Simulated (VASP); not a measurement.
# LiNbO3 (R-3c) in VASP: further runs

LiNbO3 is run at these levels: PBE; tasks: single point.

Program: VASP 6.6.1. These are calculated values, not measurements. Logs are shortened: lines on timing, memory, paths and dates and some standing lists are left out, and cuts for length are marked.

## (1) The cell of the first run

Symmetry: R-3c, No. 167, trigonal system. Conventional cell: a = 5.033 Å, b = 5.033 Å, c = 13.223 Å, α = 90.00°, β = 90.00°, γ = 120.00°. Li (site symmetry 32) has 3 O at 1.82 Å within 2.4 Å. Nb (site symmetry -3) has 6 O at 1.95 Å within 2.6 Å. O (site symmetry 2) has 1 Li at 1.82 Å and 2 Nb at 1.95 Å within 2.4 Å.

## (2) Single point, PBE (9.67 Å³/atom)

INCAR reads:

```
SYSTEM = LiNbO3
ALGO = Normal ; EDIFF = 1E-6
ENCUT = 520 ; GGA = PE
ISIF = 2 ; ISMEAR = -1
LASPH = .TRUE. ; LCHARG = .FALSE.
LREAL = .FALSE. ; LWAVE = .FALSE.
NBANDS = 45 ; NELM = 80
PREC = Accurate ; SIGMA = 0.02
```

KPOINTS reads:

```
k-points
0
G
  7 7 7
  0 0 0
```

POSCAR reads:

```
LiNbO3
1.0
    2.5164597473      1.4528787125      4.4077162672
   -2.5164597473      1.4528787125      4.4077162672
    0.0000000000     -2.9057574251      4.4077162672
Li Nb O
2 2 6
Direct
    0.7500000000      0.7500000000      0.7500000000
    0.2500000000      0.2500000000      0.2500000000
    0.5000000000      0.5000000000      0.5000000000
    0.0000000000      0.0000000000      0.0000000000
    0.6125911119      0.8874088881      0.2500000000
    0.2500000000      0.6125911119      0.8874088881
    0.8874088881      0.2500000000      0.6125911119
    0.7500000000      0.3874088881      0.1125911119
    0.3874088881      0.1125911119      0.7500000000
    0.1125911119      0.7500000000      0.3874088881
```

Potentials or basis: VASP PAW PBE potentials, release 64 (Li_sv, Nb_sv, O).

Started as:

```
> cat potpaw_PBE.64/Li_sv/POTCAR potpaw_PBE.64/Nb_sv/POTCAR potpaw_PBE.64/O/POTCAR > POTCAR
> mpirun -np 1 vasp_std > vasp.out
```

OUTCAR:

```text
SYSTEM = LiNbO3
   EDIFF = 1E-6
   ENCUT = 520
   GGA = PE
   ISIF = 2
   ISMEAR = -1
   LASPH = .TRUE.
   LREAL = .FALSE.
   NELM = 80
   PREC = Accurate

 ion  position               nearest neighbor table
   1  0.750  0.750  0.750-   9 1.82   8 1.82  10 1.82
   2  0.250  0.250  0.250-   5 1.82   6 1.82   7 1.82
   3  0.500  0.500  0.500-   7 1.95  10 1.95   9 1.95   5 1.95   6 1.95   8 1.95
   4  0.000  0.000  0.000-   6 1.95   8 1.95   5 1.95   9 1.95   7 1.95  10 1.95
   5  0.613  0.887  0.250-   2 1.82   3 1.95   4 1.95
   6  0.250  0.613  0.887-   2 1.82   4 1.95   3 1.95
   7  0.887  0.250  0.613-   2 1.82   3 1.95   4 1.95
   8  0.750  0.387  0.113-   1 1.82   4 1.95   3 1.95
   9  0.387  0.113  0.750-   1 1.82   3 1.95   4 1.95
  10  0.113  0.750  0.387-   1 1.82   3 1.95   4 1.95

  LATTYP: Found a trigonal (rhomboedric) cell.
 ALAT       =     5.2793360288
 COS(alpha) =     0.5455863587

  Lattice vectors:

 A1 = (   2.5164597473,   1.4528787125,   4.4077162672)
 A2 = (  -2.5164597473,   1.4528787125,   4.4077162672)
 A3 = (   0.0000000000,  -2.9057574251,   4.4077162672)

Analysis of symmetry for initial positions (statically):
=====================================================================
 Subroutine PRICEL returns:
 Original cell was already a primitive cell.

 Routine SETGRP: Setting up the symmetry group for a
 trigonal (rhombohedral) supercell.

 Subroutine GETGRP returns: Found 12 space group operations
 (whereof  6 operations were pure point group operations)
 out of a pool of 12 trial point group operations.

The static configuration has the point symmetry S_6 .
 The point group associated with its full space group is D_3d.

Analysis of symmetry for dynamics (positions and initial velocities):
=====================================================================
 Subroutine PRICEL returns:
 Original cell was already a primitive cell.

 Routine SETGRP: Setting up the symmetry group for a
 trigonal (rhombohedral) supercell.

 Subroutine GETGRP returns: Found 12 space group operations
 (whereof  6 operations were pure point group operations)
 out of a pool of 12 trial point group operations.

The dynamic configuration has the point symmetry S_6 .
 The point group associated with its full space group is D_3d.

 Subroutine INISYM returns: Found 12 space group operations
 (whereof  6 operations are pure point group operations),
 and found     1 'primitive' translations

----------------------------------------------------------------------------------------

                                     Primitive cell

  volume of cell :      96.6906

  direct lattice vectors                    reciprocal lattice vectors
     2.516459747  1.452878713  4.407716267     0.198691833  0.114714783  0.075624952
    -2.516459747  1.452878713  4.407716267    -0.198691833  0.114714783  0.075624952
     0.000000000 -2.905757425  4.407716267     0.000000000 -0.229429567  0.075624952

  length of vectors
     5.279336029  5.279336029  5.279336029     0.241572059  0.241572059  0.241572059

  position of ions in fractional coordinates (direct lattice)
     0.750000000  0.750000000  0.750000000
     0.250000000  0.250000000  0.250000000
     0.500000000  0.500000000  0.500000000
     0.000000000  0.000000000  0.000000000
     0.612591112  0.887408888  0.250000000
     0.250000000  0.612591112  0.887408888
     0.887408888  0.250000000  0.612591112
     0.750000000  0.387408888  0.112591112
     0.387408888  0.112591112  0.750000000
     0.112591112  0.750000000  0.387408888

  ion indices of the primitive-cell ions
   primitive index   ion index
                 1           1
                 2           2
                 3           3
                 4           4
                 5           5
                 6           6
                 7           7
                 8           8
                 9           9
                10          10

----------------------------------------------------------------------------------------

 KPOINTS: k-points

Automatic generation of k-mesh.
 Grid dimensions read from file:
 generate k-points for:    7    7    7

 Generating k-lattice:

  Cartesian coordinates                     Fractional coordinates (reciprocal lattice)
     0.028384548  0.016387826  0.010803565     0.142857143  0.000000000  0.000000000
    -0.028384548  0.016387826  0.010803565     0.000000000  0.142857143  0.000000000
     0.000000000 -0.032775652  0.010803565    -0.000000000 -0.000000000  0.142857143

  Length of vectors
     0.034510294  0.034510294  0.034510294

  Shift w.r.t. Gamma in fractional coordinates (k-lattice)
     0.000000000  0.000000000  0.000000000

 Subroutine IBZKPT returns following result:
 ===========================================

 Found     44 irreducible k-points:

 Following reciprocal coordinates:
            Coordinates               Weight
  0.000000  0.000000  0.000000      1.000000
  0.142857  0.000000 -0.000000      6.000000
  0.285714  0.000000  0.000000      6.000000
  0.428571  0.000000 -0.000000      6.000000
  0.142857  0.142857 -0.000000      6.000000
  0.285714  0.142857 -0.000000     12.000000
[... 16 lines left out ...]
  0.285714  0.285714  0.142857      6.000000
  0.428571  0.285714  0.142857     12.000000
 [... further k-points ...]
   k-points           NKPTS =     44   k-points in BZ     NKDIM =     44   number of bands    NBANDS=     45
   number of dos      NEDOS =    301   number of ions     NIONS =     10
   total plane-waves  NPLWV =  64000
   dimension x,y,z NGX =    40 NGY =   40 NGZ =   40
   dimension x,y,z NGXF=    80 NGYF=   80 NGZF=   80
   ions per type =               2   2   6
   NGX,Y,Z   is equivalent  to a cutoff of  12.60, 12.60, 12.60 a.u.
   NGXF,Y,Z  is equivalent  to a cutoff of  25.19, 25.19, 25.19 a.u.
 SYSTEM =  LiNbO3
   PREC   = accura    normal or accurate (medium, high low for compatibility)
   ISTART =      0    job   : 0-new  1-cont  2-samecut
   ICHARG =      2    charge: 1-file 2-atom 10-const
   ISPIN  =      1    spin polarized calculation?
   LNONCOLLINEAR =      F non collinear calculations
   LSORBIT =      F    spin-orbit coupling
   LASPH  =      T    aspherical Exc in radial PAW
   ENCUT  =  520.0 eV  38.22 Ry    6.18 a.u.   9.82  9.82  9.82*2*pi/ulx,y,z
   NELM   =     80;   NELMIN=  2; NELMDL= -5     # of ELM steps
   EDIFF  = 0.1E-05   stopping-criterion for ELM
   LREAL  =      F    real-space projection
   EDIFFG = 0.1E-04   stopping-criterion for IOM
   NSW    =      0    number of steps for IOM
   IBRION =     -1    ionic relax: 0-MD 1-quasi-New 2-CG
   NFREE  =      0    steps in history (QN), initial steepest desc. (CG)
   ISIF   =      2    stress and relaxation
   ISYM   =      2    0-nonsym 1-usesym 2-fastsym
   POTIM  = 0.5000    time-step for ionic-motion
   TEBEG  =    0.0;   TEEND  =   0.0 temperature during run
   PSTRESS=    0.0 pullay stress
   NELECT =      68.0000    total number of electrons
   NUPDOWN=      -1.0000    fix difference up-down
   EMIN   =  10.00;   EMAX   =-10.00  energy-range for DOS
   EFERMI =   0.00;   METHOD = LEGACY
   ISMEAR =    -1;   SIGMA  =   0.02  broadening in eV -4-tet -1-fermi 0-gaus
   EFERMI_NEDOS =   21; number of points for ismear=-14 and -15
   IALGO  =     38    algorithm
   IMIX   =      4    mixing-type and parameters
     AMIX     =   0.40;   BMIX     =  1.00
     AMIX_MAG =   1.60;   BMIX_MAG =  1.00
  volume/ion in A,a.u.               =       9.67        65.25
  Fermi-wavevector in a.u.,A,eV,Ry     =   1.455849  2.751156 28.837506  2.119497
  Thomas-Fermi vector in A             =   2.572836
   LORBIT       =      0    0 simple, 1 ext, 2 COOP (PROOUT), +10 PAW based schemes
   GGA     = PE    functional components
   LHFCALC =     F    Hartree Fock is set to
   AEXX    =    0.0000 exact exchange contribution
   IVDW    =     0    specifies the selected vdW correction
   LEPSILON=     F    determine dielectric tensor
   LRPA    =     F    only Hartree local field effects (RPA)
 non-spin polarized calculation
  energy-cutoff  :      520.00
  volume of cell :       96.69
 maximum number of plane-waves:      2623
   NGX = 19   NGY = 19   NGZ = 19

 number of electron      67.9999975 magnetization

 Free energy of the ion-electron system (eV)
  ---------------------------------------------------
  ext. energy  EPLUGINS =         0.00000000
  ---------------------------------------------------
  free energy    TOTEN  =       -78.98882091 eV

  energy without entropy =      -78.98882091  energy(sigma->0) =      -78.98882091

 E-fermi :   5.2582     XC(G=0): -11.3139

 val. band max:        4.7075487136   @ k =   0.0000   0.0000   0.0000
 cond. band min:       7.4616780875   @ k =   0.4286   0.4286  -0.0000
 fundamental gap:      2.7541293739
 Fermi energy:         5.2581806702

 k-point     1 :       0.0000    0.0000    0.0000
  band No.  band energies     occupation
      1     -49.6041      2.00000
      2     -49.5793      2.00000
      3     -37.6886      2.00000
      4     -37.6849      2.00000
      5     -25.9570      2.00000
      6     -25.9570      2.00000
[... 37 lines left out ...]
     44      15.8844      0.00000
     45      16.4768      0.00000

 k-point     2 :       0.1429    0.0000   -0.0000
  band No.  band energies     occupation
      1     -49.6029      2.00000
      2     -49.5805      2.00000
      3     -37.6885      2.00000
      4     -37.6851      2.00000
      5     -25.9470      2.00000
      6     -25.9461      2.00000
[... 37 lines left out ...]
     44      15.7645      0.00000
     45      15.9439      0.00000

 k-point     3 :       0.2857    0.0000    0.0000
  band No.  band energies     occupation
      1     -49.5994      2.00000
      2     -49.5839      2.00000
      3     -37.6880      2.00000
      4     -37.6856      2.00000
      5     -25.9177      2.00000
      6     -25.9152      2.00000
[... 997 lines left out ...]
     44      14.9085      0.00000
     45      15.8277      0.00000

 k-point    24 :       0.4286    0.2857    0.1429
  band No.  band energies     occupation
      1     -49.5974      2.00000
      2     -49.5859      2.00000
      3     -37.6878      2.00000
      4     -37.6859      2.00000
      5     -25.9651      2.00000
      6     -25.9112      2.00000
[... 37 lines left out ...]
     44      14.6515      0.00000
     45      15.5225      0.00000

 [... further k-points ...]

------------------------ aborting loop because EDIFF is reached ----------------------------------------

  FORCE on cell =-STRESS in cart. coord.  units (eV):
  Direction    XX          YY          ZZ          XY          YZ          ZX
  --------------------------------------------------------------------------------------
  -------------------------------------------------------------------------------------
  Total       13.2534973     13.2534973     13.0465102      0.0000000     -0.0000000      0.0000000
  in kB      219.6123938    219.6123938    216.1825885      0.0000000     -0.0000000      0.0000000
  external PRESSURE =     218.4691253 kB  Pullay stress =       0.0000000 kB

 VOLUME and BASIS-vectors are now :
 -----------------------------------------------------------------------------
  energy-cutoff  :      520.00
  volume of cell :       96.69
      direct lattice vectors                 reciprocal lattice vectors
     2.516459747  1.452878713  4.407716267     0.198691833  0.114714783  0.075624952
    -2.516459747  1.452878713  4.407716267    -0.198691833  0.114714783  0.075624952
     0.000000000 -2.905757425  4.407716267     0.000000000 -0.229429567  0.075624952

 POSITION                                       TOTAL-FORCE (eV/Angst)
 -----------------------------------------------------------------------------------
      0.00000     -0.00000      9.91736         0.000000     -0.000000      0.000000
      0.00000     -0.00000      3.30579         0.000000     -0.000000      0.000000
      0.00000     -0.00000      6.61157         0.000000     -0.000000      0.000000
      0.00000      0.00000      0.00000         0.000000     -0.000000      0.000000
     -0.69157      1.45288      7.71350         0.061231     -0.000000     -0.000000
     -0.91245     -1.32535      7.71350        -0.030615      0.053027      0.000000
      1.60401     -0.12752      7.71350        -0.030615     -0.053027      0.000000
      0.91245      1.32535      5.50965         0.030615     -0.053027      0.000000
      0.69157     -1.45288      5.50965        -0.061231     -0.000000      0.000000
     -1.60401      0.12752      5.50965         0.030615      0.053027      0.000000
 -----------------------------------------------------------------------------------
    total drift:                               -0.000000      0.000000      0.000000

  FREE ENERGIE OF THE ION-ELECTRON SYSTEM (eV)
  ---------------------------------------------------
  free  energy   TOTEN  =       -78.9888209107 eV

  energy  without entropy=      -78.9888209107  energy(sigma->0) =      -78.98882091
```

It took 2.2 min on 1 thread of Intel Xeon Platinum 8488C (Sapphire Rapids), shared host; peak memory 0.32 GiB.

Results:

```
Free energy            : -78.9888 eV
Largest force          : 0.061 eV/Å
Band gap on the k mesh : 2.75 eV (least direct gap 2.83 eV)
```

Forces on the atoms (eV/Å):
```
Li   0.000  0.000  0.000
Li   0.000  0.000  0.000
Nb   0.000  0.000  0.000
Nb   0.000  0.000  0.000
O    0.061  0.000  0.000
O   -0.031  0.053  0.000
O   -0.031 -0.053  0.000
O    0.031 -0.053  0.000
O   -0.061  0.000  0.000
O    0.031  0.053  0.000
```

Caveat: the cutoff is under 1.25 times the usual one of these potentials, so pressure, stress and relaxed cells hold a basis-set (Pulay) error.

## (3) Single point, PBE (9.87 Å³/atom)

This run uses another cell than the first one, of 9.87 Å³/atom.

INCAR reads:

```
SYSTEM = LiNbO3
  PREC = Accurate
  ENCUT = 520
  EDIFF = 1E-6
  ISMEAR = -1
  SIGMA = 0.02
  LREAL = .False.
  LASPH = .True.
  NELM = 100
  ALGO = Normal
  ISIF = 2
  LWAVE = .False.
  LCHARG = .False.
  GGA = PE
  NBANDS = 45
```

KPOINTS reads:

```
regular mesh
0
Gamma
  7 7 7
  0 0 0
```

POSCAR reads:

```
LiNbO3
1.0
    2.5341818788      1.4631105899      4.4387575453
   -2.5341818788      1.4631105899      4.4387575453
    0.0000000000     -2.9262211798      4.4387575453
Li Nb O
2 2 6
Direct
    0.7500000000      0.7500000000      0.7500000000
    0.2500000000      0.2500000000      0.2500000000
    0.5000000000      0.5000000000      0.5000000000
    0.0000000000      0.0000000000      0.0000000000
    0.6155249338      0.8844750662      0.2500000000
    0.2500000000      0.6155249338      0.8844750662
    0.8844750662      0.2500000000      0.6155249338
    0.7500000000      0.3844750662      0.1155249338
    0.3844750662      0.1155249338      0.7500000000
    0.1155249338      0.7500000000      0.3844750662
```

Potentials or basis: VASP PAW PBE potentials, release 64 (Li_sv, Nb_sv, O).

Started as:

```
> cat potpaw_PBE.64/Li_sv/POTCAR potpaw_PBE.64/Nb_sv/POTCAR potpaw_PBE.64/O/POTCAR > POTCAR
> mpirun -np 1 vasp_std > vasp.out
```

OUTCAR:

```text
SYSTEM = LiNbO3
   PREC = Accurate
   ENCUT = 520
   EDIFF = 1E-6
   ISMEAR = -1
   LREAL = .False.
   LASPH = .True.
   NELM = 100
   ISIF = 2
   GGA = PE

 ion  position               nearest neighbor table
   1  0.750  0.750  0.750-   8 1.85  10 1.85   9 1.85
   2  0.250  0.250  0.250-   6 1.85   7 1.85   5 1.85
   3  0.500  0.500  0.500-   5 1.96   9 1.96   8 1.96   6 1.96   7 1.96  10 1.96
   4  0.000  0.000  0.000-   5 1.96   9 1.96   7 1.96  10 1.96   6 1.96   8 1.96
   5  0.616  0.884  0.250-   2 1.85   3 1.96   4 1.96
   6  0.250  0.616  0.884-   2 1.85   3 1.96   4 1.96
   7  0.884  0.250  0.616-   2 1.85   4 1.96   3 1.96
   8  0.750  0.384  0.116-   1 1.85   3 1.96   4 1.96
   9  0.384  0.116  0.750-   1 1.85   3 1.96   4 1.96
  10  0.116  0.750  0.384-   1 1.85   4 1.96   3 1.96

  LATTYP: Found a trigonal (rhomboedric) cell.
 ALAT       =     5.3165156766
 COS(alpha) =     0.5455863587

  Lattice vectors:

 A1 = (   2.5341818788,   1.4631105899,   4.4387575453)
[... 202 lines left out ...]
  band No.  band energies     occupation
      1     -49.8670      2.00000
      2     -49.8446      2.00000
      3     -37.9946      2.00000
      4     -37.9914      2.00000
      5     -26.1894      2.00000
      6     -26.1894      2.00000
[... 1141 lines left out ...]
     44      14.2566      0.00000
     45      15.1808      0.00000

 [... further k-points ...]

------------------------ aborting loop because EDIFF is reached ----------------------------------------

  FORCE on cell =-STRESS in cart. coord.  units (eV):
  Direction    XX          YY          ZZ          XY          YZ          ZX
  --------------------------------------------------------------------------------------
  -------------------------------------------------------------------------------------
  Total       10.4358222     10.4358222     10.5462658      0.0000000     -0.0000000      0.0000000
  in kB      169.3205393    169.3205393    171.1124802      0.0000000     -0.0000000      0.0000000
  external PRESSURE =     169.9178529 kB  Pullay stress =       0.0000000 kB

 VOLUME and BASIS-vectors are now :
 -----------------------------------------------------------------------------
  energy-cutoff  :      520.00
  volume of cell :       98.75
      direct lattice vectors                 reciprocal lattice vectors
     2.534181879  1.463110590  4.438757545     0.197302334  0.113912556  0.075096089
    -2.534181879  1.463110590  4.438757545    -0.197302334  0.113912556  0.075096089
     0.000000000 -2.926221180  4.438757545     0.000000000 -0.227825112  0.075096089

 POSITION                                       TOTAL-FORCE (eV/Angst)
 -----------------------------------------------------------------------------------
      0.00000      0.00000      9.98720         0.000000      0.000000     -0.000000
      0.00000      0.00000      3.32907         0.000000      0.000000     -0.000000
      0.00000      0.00000      6.65814        -0.000000      0.000000     -0.000000
      0.00000      0.00000      0.00000         0.000000      0.000000     -0.000000
     -0.68157      1.46311      7.76783         0.046571      0.000000     -0.000000
     -0.92631     -1.32181      7.76783        -0.023286      0.040332     -0.000000
      1.60788     -0.14130      7.76783        -0.023286     -0.040332     -0.000000
      0.92631      1.32181      5.54845         0.023286     -0.040332     -0.000000
      0.68157     -1.46311      5.54845        -0.046571      0.000000      0.000000
     -1.60788      0.14130      5.54845         0.023286      0.040332     -0.000000
 -----------------------------------------------------------------------------------
    total drift:                               -0.000000      0.000000      0.000000

  FREE ENERGIE OF THE ION-ELECTRON SYSTEM (eV)
  ---------------------------------------------------
  free  energy   TOTEN  =       -79.2463109351 eV

  energy  without entropy=      -79.2463109351  energy(sigma->0) =      -79.24631094
```

It took 2.8 min on 1 thread of Intel Xeon Platinum 8488C (Sapphire Rapids), shared host; peak memory 0.32 GiB.

Results:

```yaml
Free_energy: -79.2463 eV
Largest_force: 0.047 eV/Å
Band_gap_on_the_k_mesh: 2.72 eV (least direct gap 2.79 eV)
```

Forces on the atoms (eV/Å):
```
Li   0.000  0.000  0.000
Li   0.000  0.000  0.000
Nb   0.000  0.000  0.000
Nb   0.000  0.000  0.000
O    0.047  0.000  0.000
O   -0.023  0.040  0.000
O   -0.023 -0.040  0.000
O    0.023 -0.040  0.000
O   -0.047  0.000  0.000
O    0.023  0.040  0.000
```

Levels at points of the mesh, in eV from the valence-band top:
```csv
k point,band 32,band 33,band 34,band 35,band 36,band 37
"(0.00, 0.00, 0.00)",-0.25,-0.25,0.00,2.79,2.79,2.88
```

Caveat: the cutoff is under 1.25 times the usual one of these potentials, so pressure, stress and relaxed cells hold a basis-set (Pulay) error. A k mesh can miss the band edges.
